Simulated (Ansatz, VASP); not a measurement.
One calculation of Hf, two programs

INCAR

```
SYSTEM = Hf
PREC = Accurate ; ENCUT = 520
EDIFF = 1E-6 ; ISMEAR = -1
SIGMA = 0.05 ; LREAL = .False.
LASPH = .True. ; NELM = 80
ALGO = Normal ; ISIF = 2
LWAVE = .False. ; LCHARG = .False.
GGA = PE ; NBANDS = 17
```

KPOINTS

```
Automatic mesh
0
Gamma
  13 13 7
  0 0 0
```

The input POSCAR:

```
Hf
1.0
    3.2925994799      0.0000000000      0.0000000000
   -1.6462997400      2.8514747941      0.0000000000
    0.0000000000      0.0000000000      5.0578000000
Hf
2
Direct
    0.3333333333      0.6666666667      0.2500000000
    0.6666666667      0.3333333333      0.7500000000
```

Input for Ansatz:

```yaml
crystal:
  lattice:
    - [3.2925994799, 0.0, 0.0]
    - [-1.64629974, 2.8514747941, 0.0]
    - [0.0, 0.0, 5.0578]
  atoms:
    - { symbol: Hf, position: [0.3333333333, 0.6666666667, 0.25] }
    - { symbol: Hf, position: [0.6666666667, 0.3333333333, 0.75] }
kpoints:
  mp_grid: { grid: [13, 13, 7] }
  band_path:
    path:
      - [0.0, 0.0, 0.0]
      - [0.5, 0.0, 0.0]
      - [0.3333333333, 0.3333333333, 0.0]
      - [0.0, 0.0, 0.0]
      - [0.0, 0.0, 0.5]
      - [0.5, 0.0, 0.5]
      - [0.3333333333, 0.3333333333, 0.5]
      - [0.0, 0.0, 0.5]
      - [0.5, 0.0, 0.5]
    npoints: 5
scf:
  occupations: { method: fermi_dirac, width: 0.05 }
hamiltonian:
  xc: pbe
  pseudopotentials: { kind: all_electron, lapw: { basis_error: 0.0005 } }
output:
  forces: true
  stress: true
  eigenvalues: true
```

Change from the starting cell: equal xx and yy strain of +3 %.

Alike in both runs: task single point; functional PBE; k mesh 13 × 13 × 7; occupations fermi-dirac, width 0.05 eV; no spin polarisation.

|  | VASP | Ansatz |
| --- | --- | --- |
| version | VASP 6.6.1 | Ansatz 0.2.0 |
| potentials or method | VASP PAW PBE potentials, release 64 (Hf_pv), cutoff 520 eV | all-electron LAPW, scalar-relativistic |

Ansatz gave:

* pressure (GPa): -5.0
* traceless stress, the component that is largest in VASP (GPa): 2.05

**Question.** What did VASP give for the same quantities?

**Answer.** Pressure (GPa): -5.4; traceless stress, the component that is largest in VASP (GPa): 1.98.

Ansatz ran all-electron here, and VASP with PAW potentials.

Neither program's run includes spin-orbit coupling.
